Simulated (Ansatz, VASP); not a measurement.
# BP: VASP beside Ansatz

```
B P
1.0
     0.00000    2.24538    2.24538
     2.24538    0.00000    2.24538
     2.24538    2.24538    0.00000
B P
1 1
Direct
  0.00000 0.00000 0.00000
  0.25000 0.25000 0.25000
```

Alike in both runs: functional LDA; k mesh 10 × 10 × 10; occupations gaussian, width 0.02 eV; no spin polarisation.

Ansatz relaxed the structure, and its values are those at the end. VASP's run is a single point on that final structure, the one shown.

|  | VASP | Ansatz |
| --- | --- | --- |
| version | VASP 6.6.1 | Ansatz 0.2.0 |
| potentials or method | VASP PAW LDA potentials, release 64 (B, P), cutoff 500 eV | scalar-relativistic, plane waves, PAW |
| valence electrons in the cell | 8 | 8 |

Ansatz gave:

```
gap on the k mesh at the Fermi level (eV) : 1.15
least direct gap on the mesh (eV)         : 3.43
pressure (GPa)                            : 0.0
```

Task: Which values does VASP return?

Result: gap on the k mesh at the Fermi level (eV): 1.15; least direct gap on the mesh (eV): 3.43; pressure (GPa): -0.1.

Ansatz warns that its potentials were made for another functional, while VASP's fit it. LDA's correlation is that of Perdew and Zunger in VASP and of Perdew and Wang (1992) in Ansatz.
